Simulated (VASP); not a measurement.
# SiC5 (P4/mmm) in VASP: relaxation of cell and atoms with PBE

Aim: the relaxation of cell and atoms of SiC5 with PBE.

All numbers are computed with VASP 6.6.1; they aren't measurements. Logs are shortened: lines on timing, memory, paths and dates and some standing lists are left out, and cuts for length are marked.

## 1. The cell of the first run

It takes space group P4/mmm (No. 123, tetragonal). The conventional cell has a = 3.333 Å, b = 3.333 Å, c = 8.543 Å, α = 90.00°, β = 90.00°, γ = 90.00°. Within 3.1 Å of Si (site symmetry 4/mmm) lie 4 C at 2.36 Å. Within 1.8 Å of C (site symmetry m2m) lie 3 C at 1.33 to 1.42 Å. Within 3.1 Å of C (site symmetry 4/mmm) lie 4 Si at 2.36 Å.

## 2. Relaxation of cell and atoms, PBE

INCAR

```
SYSTEM = SiC5
  ALGO = Normal
  EDIFF = 1E-7
  EDIFFG = -0.01
  ENCUT = 600
  GGA = PE
  IBRION = 2
  ISIF = 3
  ISMEAR = 0
  LASPH = .True.
  LCHARG = .False.
  LREAL = .False.
  LWAVE = .False.
  NELM = 100
  NSW = 100
  PREC = Accurate
  SIGMA = 0.1
```

KPOINTS

```
k-points
0
Gamma
  12 12 6
  0 0 0
```

POSCAR

```
SiC5
1.0
    3.3333889682      0.0000000000      0.0000000000
    0.0000000000      3.3333889682      0.0000000000
    0.0000000000      0.0000000000      8.5427877357
Si C
1 5
Direct
    0.5000000000      0.5000000000      0.5000000000
    0.1993527248      0.5000000000      0.0000000000
    0.8006472752      0.5000000000      0.0000000000
    0.5000000000      0.1993527248      0.0000000000
    0.5000000000      0.8006472752      0.0000000000
    0.0000000000      0.0000000000      0.5000000000
```

Potentials or basis: VASP PAW PBE potentials, release 64 (Si, C).

The run is started by

```sh
> cat potpaw_PBE.64/Si/POTCAR potpaw_PBE.64/C/POTCAR > POTCAR
> mpirun -np 1 vasp_std > vasp.out
```

OUTCAR:

```text
SYSTEM = SiC5
   EDIFF = 1E-7
   EDIFFG = -0.01
   ENCUT = 600
   GGA = PE
   IBRION = 2
   ISIF = 3
   ISMEAR = 0
   LASPH = .True.
   LREAL = .False.
   NELM = 100
   NSW = 100
   PREC = Accurate

 ion  position               nearest neighbor table
   1  0.500  0.500  0.500-   6 2.36   6 2.36   6 2.36   6 2.36
   2  0.199  0.500  0.000-   3 1.33   4 1.42   5 1.42   3 2.00
   3  0.801  0.500  0.000-   2 1.33   4 1.42   5 1.42   2 2.00
   4  0.500  0.199  0.000-   5 1.33   3 1.42   2 1.42   5 2.00
   5  0.500  0.801  0.000-   4 1.33   3 1.42   2 1.42   4 2.00
   6  0.000  0.000  0.500-   1 2.36   1 2.36   1 2.36   1 2.36

  LATTYP: Found a simple tetragonal cell.
 ALAT       =     3.3333889682
 C/A-ratio  =     2.5627935465

  Lattice vectors:

 A1 = (   3.3333889682,   0.0000000000,   0.0000000000)
 A2 = (   0.0000000000,   3.3333889682,   0.0000000000)
 A3 = (   0.0000000000,   0.0000000000,   8.5427877357)

Analysis of symmetry for initial positions (statically):
=====================================================================
 Subroutine PRICEL returns:
 Original cell was already a primitive cell.

 Routine SETGRP: Setting up the symmetry group for a
 simple tetragonal supercell.

 Subroutine GETGRP returns: Found 16 space group operations
 (whereof 16 operations were pure point group operations)
 out of a pool of 16 trial point group operations.

The static configuration has the point symmetry D_4h.

Analysis of symmetry for dynamics (positions and initial velocities):
=====================================================================
 Subroutine PRICEL returns:
 Original cell was already a primitive cell.

 Routine SETGRP: Setting up the symmetry group for a
 simple tetragonal supercell.

 Subroutine GETGRP returns: Found 16 space group operations
 (whereof 16 operations were pure point group operations)
 out of a pool of 16 trial point group operations.

The dynamic configuration has the point symmetry D_4h.

 Subroutine INISYM returns: Found 16 space group operations
 (whereof 16 operations are pure point group operations),
 and found     1 'primitive' translations

----------------------------------------------------------------------------------------

                                     Primitive cell

  volume of cell :      94.9230

  direct lattice vectors                    reciprocal lattice vectors
     3.333388968  0.000000000  0.000000000     0.299994993  0.000000000  0.000000000
     0.000000000  3.333388968  0.000000000     0.000000000  0.299994993  0.000000000
     0.000000000  0.000000000  8.542787736     0.000000000  0.000000000  0.117057807

  length of vectors
     3.333388968  3.333388968  8.542787736     0.299994993  0.299994993  0.117057807

  position of ions in fractional coordinates (direct lattice)
     0.500000000  0.500000000  0.500000000
     0.199352725  0.500000000  0.000000000
     0.800647275  0.500000000  0.000000000
     0.500000000  0.199352725  0.000000000
     0.500000000  0.800647275  0.000000000
     0.000000000  0.000000000  0.500000000

  ion indices of the primitive-cell ions
   primitive index   ion index
                 1           1
                 2           2
                 3           3
                 4           4
                 5           5
                 6           6

----------------------------------------------------------------------------------------

 KPOINTS: k-points

Automatic generation of k-mesh.
 Grid dimensions read from file:
 generate k-points for:   12   12    6

 Generating k-lattice:

  Cartesian coordinates                     Fractional coordinates (reciprocal lattice)
     0.024999583  0.000000000  0.000000000     0.083333333  0.000000000  0.000000000
     0.000000000  0.024999583  0.000000000     0.000000000  0.083333333  0.000000000
     0.000000000  0.000000000  0.019509635     0.000000000  0.000000000  0.166666667

  Length of vectors
     0.024999583  0.024999583  0.019509635

  Shift w.r.t. Gamma in fractional coordinates (k-lattice)
     0.000000000  0.000000000  0.000000000

 Subroutine IBZKPT returns following result:
 ===========================================

 Found    112 irreducible k-points:

 Following reciprocal coordinates:
            Coordinates               Weight
  0.000000  0.000000  0.000000      1.000000
  0.083333  0.000000  0.000000      4.000000
  0.166667  0.000000  0.000000      4.000000
  0.250000  0.000000  0.000000      4.000000
  0.333333  0.000000  0.000000      4.000000
  0.416667  0.000000  0.000000      4.000000
[... 16 lines left out ...]
  0.333333  0.333333  0.000000      4.000000
  0.416667  0.333333  0.000000      8.000000
 [... further k-points ...]
   k-points           NKPTS =    112   k-points in BZ     NKDIM =    112   number of bands    NBANDS=     16
   number of dos      NEDOS =    301   number of ions     NIONS =      6
   total plane-waves  NPLWV =  54880
   dimension x,y,z NGX =    28 NGY =   28 NGZ =   70
   dimension x,y,z NGXF=    56 NGYF=   56 NGZF=  140
   ions per type =               1   5
   NGX,Y,Z   is equivalent  to a cutoff of  13.96, 13.96, 13.62 a.u.
   NGXF,Y,Z  is equivalent  to a cutoff of  27.93, 27.93, 27.24 a.u.
 SYSTEM =  SiC5
   PREC   = accura    normal or accurate (medium, high low for compatibility)
   ISTART =      0    job   : 0-new  1-cont  2-samecut
   ICHARG =      2    charge: 1-file 2-atom 10-const
   ISPIN  =      1    spin polarized calculation?
   LNONCOLLINEAR =      F non collinear calculations
   LSORBIT =      F    spin-orbit coupling
   LASPH  =      T    aspherical Exc in radial PAW
   ENCUT  =  600.0 eV  44.10 Ry    6.64 a.u.   6.66  6.66 17.06*2*pi/ulx,y,z
   NELM   =    100;   NELMIN=  2; NELMDL= -5     # of ELM steps
   EDIFF  = 0.1E-06   stopping-criterion for ELM
   LREAL  =      F    real-space projection
   EDIFFG = -.1E-01   stopping-criterion for IOM
   NSW    =    100    number of steps for IOM
   IBRION =      2    ionic relax: 0-MD 1-quasi-New 2-CG
   NFREE  =      1    steps in history (QN), initial steepest desc. (CG)
   ISIF   =      3    stress and relaxation
   ISYM   =      2    0-nonsym 1-usesym 2-fastsym
   POTIM  = 0.5000    time-step for ionic-motion
   TEBEG  =    0.0;   TEEND  =   0.0 temperature during run
   PSTRESS=    0.0 pullay stress
   NELECT =      24.0000    total number of electrons
   NUPDOWN=      -1.0000    fix difference up-down
   EMIN   =  10.00;   EMAX   =-10.00  energy-range for DOS
   EFERMI =   0.00;   METHOD = LEGACY
   ISMEAR =     0;   SIGMA  =   0.10  broadening in eV -4-tet -1-fermi 0-gaus
   EFERMI_NEDOS =   21; number of points for ismear=-14 and -15
   IALGO  =     38    algorithm
   IMIX   =      4    mixing-type and parameters
     AMIX     =   0.40;   BMIX     =  1.00
     AMIX_MAG =   1.60;   BMIX_MAG =  1.00
  volume/ion in A,a.u.               =      15.82       106.76
  Fermi-wavevector in a.u.,A,eV,Ry     =   1.035193  1.956231 14.580341  1.071625
  Thomas-Fermi vector in A             =   2.169525
   LORBIT       =      0    0 simple, 1 ext, 2 COOP (PROOUT), +10 PAW based schemes
   GGA     = PE    functional components
   LHFCALC =     F    Hartree Fock is set to
   AEXX    =    0.0000 exact exchange contribution
   IVDW    =     0    specifies the selected vdW correction
   LEPSILON=     F    determine dielectric tensor
   LRPA    =     F    only Hartree local field effects (RPA)
 conjugate gradient relaxation of ions
 non-spin polarized calculation
 Gauss-broadening in eV      SIGMA  =   0.10
  energy-cutoff  :      600.00
  volume of cell :       94.92
 maximum number of plane-waves:      3203
 NGX is ok and might be reduce to    28
   NGX = 13   NGY = 13   NGZ = 35

--------------------------------------- Ionic step        1  -------------------------------------------

 number of electron      23.9999998 magnetization

 Free energy of the ion-electron system (eV)
  ---------------------------------------------------
  ext. energy  EPLUGINS =         0.00000000
  ---------------------------------------------------
  free energy    TOTEN  =       -44.40177727 eV

  energy without entropy =      -44.39380124  energy(sigma->0) =      -44.39778926

------------------------ aborting loop because EDIFF is reached ----------------------------------------

  FORCE on cell =-STRESS in cart. coord.  units (eV):
  Direction    XX          YY          ZZ          XY          YZ          ZX
  --------------------------------------------------------------------------------------
  -------------------------------------------------------------------------------------
  Total        0.0045861      0.0045861     -0.0628430      0.0000000      0.0000000      0.0000000
  in kB        0.0774074      0.0774074     -1.0607085      0.0000000      0.0000000      0.0000000
  external PRESSURE =      -0.3019646 kB  Pullay stress =       0.0000000 kB
[... 185 lines left out ...]
  energy  without entropy=      -44.3939489200  energy(sigma->0) =      -44.39793491

--------------------------------------- Ionic step        6  -------------------------------------------

 number of electron      23.9999997 magnetization

 Free energy of the ion-electron system (eV)
  ---------------------------------------------------
  ext. energy  EPLUGINS =         0.00000000
  ---------------------------------------------------
  free energy    TOTEN  =       -44.40207809 eV

  energy without entropy =      -44.39412383  energy(sigma->0) =      -44.39810096

 E-fermi :   1.5695     XC(G=0):  -8.1366

 val. band max:        1.5582861118   @ k =   0.4167   0.2500   0.1667
 cond. band min:       1.5702073732   @ k =   0.4167   0.2500   0.0000
 fundamental gap:      0.0119212614
 Fermi energy:         1.5694621581

 k-point     1 :       0.0000    0.0000    0.0000
  band No.  band energies     occupation
      1     -18.1023      2.00000
      2      -9.8058      2.00000
      3      -9.5918      2.00000
      4      -9.5260      2.00000
      5      -7.6882      2.00000
      6      -7.6882      2.00000
[... 8 lines left out ...]
     15       5.8260      0.00000
     16       5.9202      0.00000
[... 420 lines left out ...]
  band No.  band energies     occupation
      1     -16.5358      2.00000
      2     -12.8921      2.00000
      3     -12.2003      2.00000
      4      -7.1651      2.00000
      5      -6.7910      2.00000
      6      -4.2317      2.00000
[... 8 lines left out ...]
     15       3.5826      0.00000
     16       8.4253      0.00000

 [... further k-points ...]
[... 5 lines left out ...]
  --------------------------------------------------------------------------------------
  -------------------------------------------------------------------------------------
  Total       -0.0269118     -0.0269118     -0.0599203      0.0000000      0.0000000      0.0000000
  in kB       -0.4561917     -0.4561917     -1.0157326      0.0000000      0.0000000      0.0000000
  external PRESSURE =      -0.6427053 kB  Pullay stress =       0.0000000 kB
[... 21 lines left out ...]
  FREE ENERGIE OF THE ION-ELECTRON SYSTEM (eV)
  ---------------------------------------------------
  free  energy   TOTEN  =       -44.4020780854 eV

  energy  without entropy=      -44.3941238255  energy(sigma->0) =      -44.39810096

 reached required accuracy - stopping structural energy minimisation
```

Run time: 14 min. Hardware: 1 thread of Oxide Virtual Turin-like, shared host; peak memory 0.3 GiB.

Results:

| Quantity | Value |
| --- | --- |
| Free energy | -44.4021 eV |
| Relaxed volume | 15.75 Å³/atom |
| Relaxed cell | a = 3.334 Å, b = 3.334 Å, c = 8.505 Å, α = 90.00°, β = 90.00°, γ = 90.00° |
| Space group after relaxing (to 0.05 Å) | P4/mmm (No. 123) |
| Energy gained by relaxing | 0.1 meV/atom |
| Ionic steps | 6 |
| Pressure after relaxing | -0.1 GPa |
| Largest force after relaxing | 0.005 eV/Å |
| Band gap on the k mesh | zero (band 12 reaches 2.10 eV, above the bottom of band 13 at -0.83 eV) |

Forces on the atoms (eV/Å):
```
Si   0.000  0.000  0.000
C    0.005  0.000  0.000
C   -0.005  0.000  0.000
C    0.000  0.005  0.000
C    0.000 -0.005  0.000
C    0.000  0.000  0.000
```

Step by step:
| step | energy change (eV) | largest force (eV/Å) | pressure (GPa) | volume (Å³) |
| --- | --- | --- | --- | --- |
| 1 | 0.0000 | 0.0571 | -0.03 | 94.92 |
| 2 | 0.0021 | 0.4460 | -0.05 | 94.88 |
| 3 | 0.0000 | 0.0028 | -0.03 | 94.92 |
| 4 | -0.0001 | 0.0031 | -0.04 | 94.88 |
| 5 | -0.0001 | 0.0037 | -0.05 | 94.76 |
| 6 | -0.0003 | 0.0050 | -0.06 | 94.52 |

Final structure:
```cif
data_structure
_symmetry_space_group_name_H-M 'P 1'
_symmetry_Int_Tables_number 1
_cell_length_a 3.3337
_cell_length_b 3.3337
_cell_length_c 8.5046
_cell_angle_alpha 90.000
_cell_angle_beta 90.000
_cell_angle_gamma 90.000
_cell_volume 94.52
loop_
_atom_site_label
_atom_site_type_symbol
_atom_site_fract_x
_atom_site_fract_y
_atom_site_fract_z
_atom_site_occupancy
Si1 Si 0.50000 0.50000 0.50000 1
C1 C 0.19925 0.50000 0.00000 1
C2 C 0.80075 0.50000 0.00000 1
C3 C 0.50000 0.19925 0.00000 1
C4 C 0.50000 0.80075 0.00000 1
C5 C 0.00000 0.00000 0.50000 1
```
